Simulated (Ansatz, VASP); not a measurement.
V in VASP and in Ansatz

Contents of INCAR:

```
SYSTEM = V
PREC = Accurate
ENCUT = 400
EDIFF = 1E-8
ISMEAR = -1
SIGMA = 0.03
LREAL = .FALSE.
LASPH = .TRUE.
NELM = 200
ALGO = Normal
ISIF = 2
LWAVE = .FALSE.
LCHARG = .FALSE.
ISPIN = 2
MAGMOM = 1.5
LORBIT = 11
LMAXMIX = 4
GGA = PS
LEFG = .TRUE.
NBANDS = 16
GGA_COMPAT = .FALSE.
```

File KPOINTS:

```
Automatic mesh
0
G
  19 19 19
  0 0 0
```

The input POSCAR:

```
V
1.0
   -1.4978700000      1.4978700000      1.5130000000
    1.4978700000     -1.4978700000      1.5130000000
    1.4978700000      1.4978700000     -1.5130000000
V
1
Direct
    0.0000000000      0.0000000000      0.0000000000
```

Input for Ansatz:

```yaml
crystal:
  lattice:
    - [-1.49787, 1.49787, 1.513]
    - [1.49787, -1.49787, 1.513]
    - [1.49787, 1.49787, -1.513]
  atoms:
    - { symbol: V, position: [0.0, 0.0, 0.0], spin: 1.5 }
magnetization:
  spin_polarized: true
kpoints:
  mp_grid: { grid: [19, 19, 19] }
scf:
  occupations: { method: fermi_dirac, width: 0.03 }
hamiltonian:
  xc: pbesol
  pseudopotentials: { kind: all_electron, datasets: crystal }
output:
  forces: true
  stress: true
  eigenvalues: true
  efg: { contact_densities: true }
```

Change from the starting cell: equal xx and yy strain of -1 %, crystal datasets.

Alike in both runs: task electric field gradients; functional PBEsol; k mesh 19 × 19 × 19; occupations fermi-dirac, width 0.03 eV; collinear spin.

|  | VASP | Ansatz |
| --- | --- | --- |
| version | VASP 6.6.1 | Ansatz 0.2.0 |
| potentials or method | VASP PAW PBE potentials, release 64 (V_sv), cutoff 400 eV | all-electron PAW with datasets made for the crystal, scalar-relativistic |

Ansatz gave:

- pressure (GPa): -8.7
- traceless stress, the component that is largest in VASP (GPa): -0.83
- net moment per atom (μB): 0.00
- size of Vzz on the site where it differs most (V/Å²): 0.9

Problem. What did VASP give for the same quantities?

Solution. Pressure (GPa): -9.9; traceless stress, the component that is largest in VASP (GPa): -0.83; net moment per atom (μB): 0.00; size of Vzz on the site where it differs most (V/Å²): 0.9.

VASP's potentials were made for PBE, not for PBEsol. Ansatz ran all-electron here, and VASP with PAW potentials. Ansatz's warnings: seeded moment not kept.
